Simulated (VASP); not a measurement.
# Cd (Im-3m) in VASP: notebook

Cd is run at these levels: r2SCAN; tasks: single point.

Program: VASP 6.6.1. These are calculated values, not measurements. Logs are shortened: lines on timing, memory, paths and dates and some standing lists are left out, and cuts for length are marked.

### Step 1. The cell of the first run

It takes space group Im-3m (No. 229, cubic). Conventional cell: a = 3.389 Å, b = 3.389 Å, c = 3.389 Å, α = 90.00°, β = 90.00°, γ = 90.00°. Within 3.9 Å of Cd (site symmetry m-3m) lie 14 Cd at 2.94 to 3.39 Å.

### Step 2. Single point, r2SCAN (volume scaled by 0.88)

Input file POSCAR:

```
Cd
1.0
   -1.6945622374      1.6945622374      1.6945622374
    1.6945622374     -1.6945622374      1.6945622374
    1.6945622374      1.6945622374     -1.6945622374
Cd
1
Direct
    0.0000000000      0.0000000000      0.0000000000
```

Input file INCAR.step1:

```
ALGO = Normal ; EDIFF = 1E-4
ENCUT = 520 ; GGA = PE
ISMEAR = -1 ; LASPH = True
LCHARG = False ; LREAL = False
LWAVE = True ; NBANDS = 12
NELM = 100 ; PREC = Accurate
SIGMA = 0.1
```

Input file INCAR.step2:

```
ALGO = Normal ; EDIFF = 1E-6
ENCUT = 520 ; ISIF = 2
ISMEAR = -1 ; ISTART = 1
LASPH = True ; LCHARG = True
LELF = True ; LMIXTAU = True
LREAL = False ; LVHAR = True
LWAVE = False ; METAGGA = R2SCAN
NBANDS = 12 ; NELM = 100
PREC = Accurate ; SIGMA = 0.1
```

Input file KPOINTS:

```
k-points
0
Gamma
  14 14 14
```

Potentials or basis: VASP PAW PBE potentials, release 64 (Cd).

The run is started by

```
$ cat potpaw_PBE.64/Cd/POTCAR > POTCAR
$ cp INCAR.step1 INCAR
$ mpirun -np 1 vasp_std > vasp.out
$ cp INCAR.step2 INCAR
$ mpirun -np 1 vasp_std > vasp.out
```

OUTCAR:

```text
EDIFF = 1E-6
   ENCUT = 520
   ISIF = 2
   ISMEAR = -1
   ISTART = 1
   LASPH = True
   LREAL = False
   METAGGA = R2SCAN
   NELM = 100
   PREC = Accurate

 ion  position               nearest neighbor table
   1  0.000  0.000  0.000-

  LATTYP: Found a body centered cubic cell.
 ALAT       =     3.3891244748

  Lattice vectors:

 A1 = (  -1.6945622374,   1.6945622374,   1.6945622374)
 A2 = (   1.6945622374,  -1.6945622374,   1.6945622374)
 A3 = (   1.6945622374,   1.6945622374,  -1.6945622374)

Analysis of symmetry for initial positions (statically):
=====================================================================
 Subroutine PRICEL returns:
 Original cell was already a primitive cell.

 Routine SETGRP: Setting up the symmetry group for a
 body centered cubic supercell.

 Subroutine GETGRP returns: Found 48 space group operations
 (whereof 48 operations were pure point group operations)
 out of a pool of 48 trial point group operations.

The static configuration has the point symmetry O_h .

Analysis of symmetry for dynamics (positions and initial velocities):
=====================================================================
 Subroutine PRICEL returns:
 Original cell was already a primitive cell.

 Routine SETGRP: Setting up the symmetry group for a
 body centered cubic supercell.

 Subroutine GETGRP returns: Found 48 space group operations
 (whereof 48 operations were pure point group operations)
 out of a pool of 48 trial point group operations.

The dynamic configuration has the point symmetry O_h .

 Subroutine INISYM returns: Found 48 space group operations
 (whereof 48 operations are pure point group operations),
 and found     1 'primitive' translations

----------------------------------------------------------------------------------------

                                     Primitive cell

  volume of cell :      19.4640

  direct lattice vectors                    reciprocal lattice vectors
    -1.694562237  1.694562237  1.694562237     0.000000000  0.295061455  0.295061455
     1.694562237 -1.694562237  1.694562237     0.295061455  0.000000000  0.295061455
     1.694562237  1.694562237 -1.694562237     0.295061455  0.295061455  0.000000000

  length of vectors
     2.935067892  2.935067892  2.935067892     0.417279912  0.417279912  0.417279912

  position of ions in fractional coordinates (direct lattice)
     0.000000000  0.000000000  0.000000000

  ion indices of the primitive-cell ions
   primitive index   ion index
                 1           1

----------------------------------------------------------------------------------------

 KPOINTS: k-points

Automatic generation of k-mesh.
 Grid dimensions read from file:
 generate k-points for:   14   14   14

 Generating k-lattice:

  Cartesian coordinates                     Fractional coordinates (reciprocal lattice)
     0.000000000  0.021075818  0.021075818     0.071428571  0.000000000  0.000000000
     0.021075818  0.000000000  0.021075818     0.000000000  0.071428571  0.000000000
     0.021075818  0.021075818  0.000000000     0.000000000  0.000000000  0.071428571

  Length of vectors
     0.029805708  0.029805708  0.029805708

  Shift w.r.t. Gamma in fractional coordinates (k-lattice)
     0.000000000  0.000000000  0.000000000

 Subroutine IBZKPT returns following result:
 ===========================================

 Found    104 irreducible k-points:

 Following reciprocal coordinates:
            Coordinates               Weight
  0.000000  0.000000  0.000000      1.000000
  0.071429  0.000000  0.000000     12.000000
  0.142857  0.000000  0.000000     12.000000
  0.214286  0.000000  0.000000     12.000000
  0.285714  0.000000  0.000000     12.000000
  0.357143  0.000000  0.000000     12.000000
[... 16 lines left out ...]
  0.285714  0.285714  0.000000     24.000000
  0.357143  0.285714  0.000000     24.000000
 [... further k-points ...]
   k-points           NKPTS =    104   k-points in BZ     NKDIM =    104   number of bands    NBANDS=     12
   number of dos      NEDOS =    301   number of ions     NIONS =      1
   total plane-waves  NPLWV =  13824
   dimension x,y,z NGX =    24 NGY =   24 NGZ =   24
   dimension x,y,z NGXF=    48 NGYF=   48 NGZF=   48
   ions per type =               1
   NGX,Y,Z   is equivalent  to a cutoff of  13.59, 13.59, 13.59 a.u.
   NGXF,Y,Z  is equivalent  to a cutoff of  27.19, 27.19, 27.19 a.u.
 SYSTEM =  unknown system
   PREC   = accura    normal or accurate (medium, high low for compatibility)
   ISTART =      1    job   : 0-new  1-cont  2-samecut
   ICHARG =      0    charge: 1-file 2-atom 10-const
   ISPIN  =      1    spin polarized calculation?
   LNONCOLLINEAR =      F non collinear calculations
   LSORBIT =      F    spin-orbit coupling
   LASPH  =      T    aspherical Exc in radial PAW
   ENCUT  =  520.0 eV  38.22 Ry    6.18 a.u.   5.46  5.46  5.46*2*pi/ulx,y,z
   NELM   =    100;   NELMIN=  2; NELMDL=  0     # of ELM steps
   EDIFF  = 0.1E-05   stopping-criterion for ELM
   LREAL  =      F    real-space projection
   EDIFFG = 0.1E-04   stopping-criterion for IOM
   NSW    =      0    number of steps for IOM
   IBRION =     -1    ionic relax: 0-MD 1-quasi-New 2-CG
   NFREE  =      0    steps in history (QN), initial steepest desc. (CG)
   ISIF   =      2    stress and relaxation
   ISYM   =      2    0-nonsym 1-usesym 2-fastsym
   POTIM  = 0.5000    time-step for ionic-motion
   TEBEG  =    0.0;   TEEND  =   0.0 temperature during run
   PSTRESS=    0.0 pullay stress
   NELECT =      12.0000    total number of electrons
   NUPDOWN=      -1.0000    fix difference up-down
   EMIN   =  10.00;   EMAX   =-10.00  energy-range for DOS
   EFERMI =   0.00;   METHOD = LEGACY
   ISMEAR =    -1;   SIGMA  =   0.10  broadening in eV -4-tet -1-fermi 0-gaus
   EFERMI_NEDOS =   21; number of points for ismear=-14 and -15
   IALGO  =     38    algorithm
   IMIX   =      4    mixing-type and parameters
     AMIX     =   0.40;   BMIX     =  1.00
     AMIX_MAG =   1.60;   BMIX_MAG =  1.00
  volume/ion in A,a.u.               =      19.46       131.35
  Fermi-wavevector in a.u.,A,eV,Ry     =   1.393342  2.633035 26.414376  1.941402
  Thomas-Fermi vector in A             =   2.516997
   LORBIT       =      0    0 simple, 1 ext, 2 COOP (PROOUT), +10 PAW based schemes
   METAGGA = R2SCAN    functional components
   LHFCALC =     F    Hartree Fock is set to
   AEXX    =    0.0000 exact exchange contribution
   IVDW    =     0    specifies the selected vdW correction
   LEPSILON=     F    determine dielectric tensor
   LRPA    =     F    only Hartree local field effects (RPA)
 non-spin polarized calculation
  energy-cutoff  :      520.00
  volume of cell :       19.46
 maximum number of plane-waves:       539
 NGX is ok and might be reduce to    24
   NGX = 11   NGY = 11   NGZ = 11

 number of electron      12.0000004 magnetization

 Free energy of the ion-electron system (eV)
  ---------------------------------------------------
  ext. energy  EPLUGINS =         0.00000000
  ---------------------------------------------------
  free energy    TOTEN  =       -19.94874418 eV

  energy without entropy =      -19.93671589  energy(sigma->0) =      -19.94273003

 E-fermi :   3.9460     XC(G=0): -12.4979

 val. band max:        3.8779195350   @ k =   0.3571   0.1429   0.1429
 cond. band min:       3.9551185591   @ k =   0.5000   0.5000   0.2143
 fundamental gap:      0.0771990241
 Fermi energy:         3.9459874910

 k-point     1 :       0.0000    0.0000    0.0000
  band No.  band energies     occupation
      1      -6.3985      2.00000
      2      -6.3526      2.00000
      3      -6.3526      2.00000
      4      -6.3526      2.00000
      5      -5.5163      2.00000
      6      -5.5163      2.00000
      7      20.5610      0.00000
      8      20.5610      0.00000
      9      20.5610      0.00000
     10      22.9167      0.00000
     11      22.9167      0.00000
     12      22.9167      0.00000

 k-point     2 :       0.0714    0.0000    0.0000
  band No.  band energies     occupation
      1      -6.3753      2.00000
      2      -6.3694      2.00000
      3      -6.2904      2.00000
      4      -6.2174      2.00000
      5      -5.5386      2.00000
      6      -5.5152      2.00000
      7      19.3110      0.00000
      8      20.2457      0.00000
      9      20.4117      0.00000
     10      21.7735      0.00000
     11      21.8160      0.00000
     12      22.1599      0.00000

 k-point     3 :       0.1429    0.0000    0.0000
  band No.  band energies     occupation
      1      -6.4383      2.00000
      2      -6.4142      2.00000
      3      -6.1124      2.00000
      4      -5.7350      2.00000
      5      -5.5435      2.00000
      6      -5.5115      2.00000
      7      16.4142      0.00000
      8      19.0291      0.00000
      9      20.0191      0.00000
     10      20.0720      0.00000
     11      21.0041      0.00000
     12      22.2782      0.00000
[... 286 lines left out ...]
 k-point    23 :       0.2857    0.2857    0.0000
  band No.  band energies     occupation
      1      -6.7662      2.00000
      2      -6.3505      2.00000
      3      -5.9363      2.00000
      4      -5.5447      2.00000
      5      -5.3470      2.00000
      6       1.9624      2.00000
      7       6.2270      0.00000
      8       6.5856      0.00000
      9      14.4227      0.00000
     10      21.8413      0.00000
     11      23.3230      0.00000
     12      27.3616      0.00000

 k-point    24 :       0.3571    0.2857    0.0000
  band No.  band energies     occupation
      1      -6.7683      2.00000
      2      -6.2830      2.00000
      3      -6.0123      2.00000
      4      -5.4937      2.00000
      5      -5.3807      2.00000
      6       3.8201      1.55751
      7       4.3102      0.05106
      8       6.2281      0.00000
      9      14.3108      0.00000
     10      22.1590      0.00000
     11      23.3874      0.00000
     12      26.6602      0.00000

 [... further k-points ...]
[... 5 lines left out ...]
  --------------------------------------------------------------------------------------
  -------------------------------------------------------------------------------------
  Total        1.1336386      1.1336386      1.1336386      0.0000000     -0.0000000      0.0000000
  in kB       93.3152568     93.3152568     93.3152568      0.0000000     -0.0000000      0.0000000
  external PRESSURE =      93.3152568 kB  Pullay stress =       0.0000000 kB

 VOLUME and BASIS-vectors are now :
 -----------------------------------------------------------------------------
  energy-cutoff  :      520.00
  volume of cell :       19.46
      direct lattice vectors                 reciprocal lattice vectors
    -1.694562237  1.694562237  1.694562237     0.000000000  0.295061455  0.295061455
     1.694562237 -1.694562237  1.694562237     0.295061455  0.000000000  0.295061455
     1.694562237  1.694562237 -1.694562237     0.295061455  0.295061455  0.000000000

 POSITION                                       TOTAL-FORCE (eV/Angst)
 -----------------------------------------------------------------------------------
      0.00000      0.00000      0.00000         0.000000      0.000000     -0.000000
 -----------------------------------------------------------------------------------
    total drift:                               -0.000000      0.000000      0.000000

  FREE ENERGIE OF THE ION-ELECTRON SYSTEM (eV)
  ---------------------------------------------------
  free  energy   TOTEN  =       -19.9487441769 eV

  energy  without entropy=      -19.9367158859  energy(sigma->0) =      -19.94273003
```

Wall time 27 s (1 thread of Intel Xeon 6975P-C (Granite Rapids), shared host); peak memory 0.16 GiB.

Results:

| Item | Value |
| --- | --- |
| Free energy | -19.9487 eV |
| Pressure | 9.3 GPa |
| Band gap on the k mesh | zero (band 6 reaches 7.56 eV, above the bottom of band 7 at 3.15 eV) |

Levels at points of the mesh, in eV from the Fermi level:
| k point | band 4 | band 5 | band 6 | band 7 | band 8 | band 9 |
| --- | --- | --- | --- | --- | --- | --- |
| (0.00, 0.00, 0.00) | -10.30 | -9.46 | -9.46 | 16.62 | 16.62 | 16.62 |
| (0.50, 0.00, 0.00) | -9.42 | -8.89 | -2.93 | -0.79 | 10.64 | 10.87 |
| (0.50, 0.50, 0.50) | -9.03 | -9.03 | 3.61 | 3.61 | 3.61 | 7.41 |

Caveat: the PAW data sets were made with another functional, which shifts forces and pressure a little.

(Continued in part 2 of 3.)
